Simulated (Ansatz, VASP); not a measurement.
Two plane-wave programs on GdN

```
CELL_PARAMETERS angstrom
3.03173 0.00000 0.00000
0.00000 3.03173 0.00000
0.00000 0.00000 3.03173
ATOMIC_POSITIONS crystal
Gd 0.00000 0.00000 0.00000
N 0.50000 0.50000 0.50000
```

Change from the starting cell: species swapped into the ZrAu type (P4/mmm, No. 123).

Alike in both runs: task relaxation of cell and atoms; functional PBE; k mesh 18 × 18 × 18; occupations gaussian, width 0.1 eV; collinear spin.

|  | VASP | Ansatz |
| --- | --- | --- |
| version | VASP 6.6.1 | Ansatz 0.2.0 |
| potentials or method | VASP PAW PBE potentials, release 64 (Gd, N), cutoff 600 eV | scalar-relativistic, plane waves, PAW |
| valence electrons in the cell | 23 | 23 |

|  | VASP | Ansatz | Ansatz less VASP |
| --- | --- | --- | --- |
| gap on the k mesh at the Fermi level, each at its own relaxed structure (eV) | none | none | - |
| net moment per atom (μB) | 3.50 | 3.50 | 0.000 |
| size of the moment on the site where the two differ most (μB) | 6.78 | 6.86 | +0.088 |
| relaxed volume (Å³/atom) | 13.96 | 13.95 | -0.012 |
| relaxed length of the cell vector where the two differ most in proportion (Å) | 3.034 | 3.033 | -0.0009 |

Site moments also hang on the region over which each program counts them. A gap of «none» marks a metal or a gap that the smearing closes.

Neither program's run includes spin-orbit coupling.
